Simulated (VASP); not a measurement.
Here is a VASP 6.6.1 calculation.

File INCAR:

```
ALGO = Normal
EDIFF = 1E-6
ENCUT = 1340
GGA = PE
GGA_COMPAT = F
ISIF = 2
ISMEAR = 0
LASPH = T
LCHARG = F
LREAL = F
LWAVE = F
NBANDS = 28
NELM = 120
PREC = Accurate
SIGMA = 0.05
```

The input KPOINTS:

```
k-points
0
Gamma
  6 6 6
```

File POSCAR:

```
BaTiO3
1.0
    2.8201246307      1.6529946342      2.3563003940
   -2.8201246307      1.6529946342      2.3563003940
    0.0000000000     -3.3059892684      2.3563003940
Ba Ti O
1 1 3
Direct
    0.0049545205      0.0049545205      0.0049545205
    0.5191875227      0.5191875227      0.5191875227
    0.4883938465      0.4883938465      0.9777702638
    0.4883938465      0.9777702638      0.4883938465
    0.9777702638      0.4883938465      0.4883938465
```

Potentials or basis: VASP PAW PBE potentials, release 64 (Ba_sv, Ti_sv, O_h).

Command:

```console
$ cat potpaw_PBE.64/Ba_sv/POTCAR potpaw_PBE.64/Ti_sv/POTCAR potpaw_PBE.64/O_h/POTCAR > POTCAR
$ mpirun -np 1 vasp_std > vasp.out
```

Q: Predict the pressure.

A: 4.0 GPa.

Q: What does it give for the band gap on the k mesh?

A: 2.61 eV (least direct gap 3.10 eV).

Stress tensor (GPa, compression positive):
```
 6.26  0.00  0.00
 0.00  2.95 -0.09
 0.00 -0.09  2.68
```

Caveat: the cell differs from its parent crystal (strain -0.0150 x Voigt [1, 0, 0, 0, 0, 0]); the cell stands under pressure; spin-orbit coupling is left out, which moves the levels of the heavy elements. A k mesh can miss the band edges.
